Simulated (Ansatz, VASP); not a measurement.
# ZnO in VASP and in Ansatz

File INCAR:

```
PREC = Accurate ; ENCUT = 520
EDIFF = 1E-6 ; ISMEAR = 0
SIGMA = 0.01 ; LREAL = False
LASPH = True ; NELM = 60
ALGO = Normal ; ISIF = 2
LWAVE = False ; LCHARG = False
GGA = PE ; NBANDS = 26
```

The input KPOINTS:

```
regular mesh
0
Gamma
  9 9 4
```

File POSCAR:

```
ZnO
1.0
    3.3118600311      0.0000000000      0.0000000000
   -1.6559300156      2.8681549207      0.0000000000
    0.0000000000      0.0000000000      5.3463258829
Zn O
2 2
Direct
    0.3333333333      0.6666666667     -0.0020276137
    0.6666666667      0.3333333333      0.4979723863
    0.3333333333      0.6666666667      0.3770276137
    0.6666666667      0.3333333333      0.8770276137
```

Input for Ansatz:

```yaml
crystal:
  lattice:
    - [3.3118600311, 0.0, 0.0]
    - [-1.6559300156, 2.8681549207, 0.0]
    - [0.0, 0.0, 5.3463258829]
  atoms:
    - { symbol: Zn, position: [0.3333333333, 0.6666666667, -0.0020276137] }
    - { symbol: Zn, position: [0.6666666667, 0.3333333333, 0.4979723863] }
    - { symbol: O, position: [0.3333333333, 0.6666666667, 0.3770276137] }
    - { symbol: O, position: [0.6666666667, 0.3333333333, 0.8770276137] }
kpoints:
  mp_grid: { grid: [9, 9, 4] }
hamiltonian:
  xc: pbe
scf:
  occupations: { method: fixed }
  n_extra_bands: 5
output:
  forces: true
  stress: true
  eigenvalues: true
```

Alike in both runs: task single point; functional PBE; k mesh 9 × 9 × 4; no spin polarisation.

|  | VASP | Ansatz |
| --- | --- | --- |
| version | VASP 6.6.1 | Ansatz 0.2.0 |
| potentials or method | VASP PAW PBE potentials, release 64 (Zn, O) | plane waves, PAW |
| plane-wave cutoff (eV) | 520 | 420 |
| occupations | gaussian, width 0.01 eV | fixed |
| valence electrons in the cell | 36 | 36 |

Ansatz gave:

- gap on the k mesh at the Fermi level (eV): 0.70
- pressure (GPa): -3.6

Problem. What did VASP give for the same quantities?

Solution. gap on the k mesh at the Fermi level (eV): 0.68; pressure (GPa): -2.8.
